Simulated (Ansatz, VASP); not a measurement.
# One calculation of ZnS, two programs

The input INCAR:

```
SYSTEM = ZnS
ALGO = Normal
EDIFF = 1E-6
ENCUT = 520
GGA = PE
ISIF = 2
ISMEAR = 0
LASPH = .TRUE.
LCHARG = .TRUE.
LELF = .TRUE.
LREAL = .FALSE.
LVHAR = .TRUE.
LWAVE = .FALSE.
NBANDS = 16
NELM = 100
PREC = Accurate
SIGMA = 0.05
```

KPOINTS

```
k-points
0
G
  8 8 8
  0 0 0
```

File POSCAR:

```
ZnS
1.0
    0.0000000000      2.7215639846      2.7215639846
    2.7215639846      0.0000000000      2.7215639846
    2.7215639846      2.7215639846      0.0000000000
Zn S
1 1
Direct
   -0.0168916210      0.0168916210     -0.0168916210
    0.7844471049      0.7155528951      0.7844471049
```

Input for Ansatz:

```yaml
crystal:
  lattice:
    - [0.0, 2.7215639846, 2.7215639846]
    - [2.7215639846, 0.0, 2.7215639846]
    - [2.7215639846, 2.7215639846, 0.0]
  atoms:
    - { symbol: Zn, position: [-0.016891621, 0.016891621, -0.016891621] }
    - { symbol: S, position: [0.7844471049, 0.7155528951, 0.7844471049] }
basis:
  ecutwfc: 420
kpoints:
  mp_grid: { grid: [8, 8, 8] }
hamiltonian:
  xc: pbe
scf:
  occupations: { method: gaussian, width: 0.05 }
output:
  forces: true
  stress: true
  eigenvalues: true
  write_density: true
  write_potential: true
  elf: true
  volumetric_format: npy
```

Change from the starting cell: mode 4 (260.1 1/cm) frozen in, largest displacement +0.188 Å.

Alike in both runs: task single point; functional PBE; k mesh 8 × 8 × 8; occupations gaussian, width 0.05 eV; no spin polarisation.

|  | VASP | Ansatz |
| --- | --- | --- |
| version | VASP 6.6.1 | Ansatz 0.2.0 |
| potentials or method | VASP PAW PBE potentials, release 64 (Zn, S), cutoff 520 eV | scalar-relativistic, plane waves, PAW |
| valence electrons in the cell | 18 | 18 |

VASP gave:

- gap on the k mesh at the Fermi level (eV): 1.96
- least direct gap on the mesh (eV): 1.96
- pressure (GPa): 2.5
- traceless stress, the component that is largest in VASP (GPa): 5.83
- rms of the force components (eV/Å): 0.830

Question: Which values does Ansatz return?

Answer: gap on the k mesh at the Fermi level (eV): 1.96; least direct gap on the mesh (eV): 1.96; pressure (GPa): 2.4; traceless stress, the component that is largest in VASP (GPa): 5.74; rms of the force components (eV/Å): 0.823.

Atom by atom the forces differ by 0.007 eV/Å (rms over components).
